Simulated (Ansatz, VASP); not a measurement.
HfC: VASP beside Ansatz

Contents of INCAR:

```
  PREC = Accurate
  ENCUT = 520
  EDIFF = 1E-7
  ISMEAR = -1
  SIGMA = 0.05
  LREAL = F
  LASPH = T
  NELM = 100
  ALGO = Normal
  ISIF = 2
  LWAVE = F
  LCHARG = F
  GGA = PE
  NBANDS = 14
```

Contents of KPOINTS:

```
regular mesh
0
Gamma
  12 12 12
```

POSCAR

```
HfC
1.0
    0.0000000000      2.3250000000      2.3250000000
    2.3250000000      0.0000000000      2.3250000000
    2.3250000000      2.3250000000      0.0000000000
Hf C
1 1
Direct
    0.5000000000      0.5000000000      0.5000000000
    0.0000000000      0.0000000000      0.0000000000
```

Input for Ansatz:

```yaml
crystal:
  lattice:
    - [0.0, 2.325, 2.325]
    - [2.325, 0.0, 2.325]
    - [2.325, 2.325, 0.0]
  atoms:
    - { symbol: Hf, position: [0.5, 0.5, 0.5] }
    - { symbol: C, position: [0.0, 0.0, 0.0] }
kpoints:
  mp_grid: { grid: [12, 12, 12] }
scf:
  occupations: { method: fermi_dirac, width: 0.05 }
hamiltonian:
  xc: pbe
  pseudopotentials:
    kind: all_electron
    lapw: { basis_error: 0.00025 }
    dirac_shells: { Hf: ["4p", "4d"] }
output:
  forces: true
  stress: true
  eigenvalues: true
```

Alike in both runs: task single point; functional PBE; k mesh 12 × 12 × 12; occupations fermi-dirac, width 0.05 eV; no spin polarisation.

|  | VASP | Ansatz |
| --- | --- | --- |
| version | VASP 6.6.1 | Ansatz 0.2.0 |
| potentials or method | VASP PAW PBE potentials, release 64 (Hf_pv, C), cutoff 520 eV | all-electron LAPW, scalar-relativistic |

VASP gave:

* pressure (GPa): -0.4

**Question.** What did Ansatz give for the same quantities?

**Answer.** Pressure (GPa): 0.3.

Ansatz ran all-electron here, and VASP with PAW potentials.

Spin-orbit coupling is off throughout.
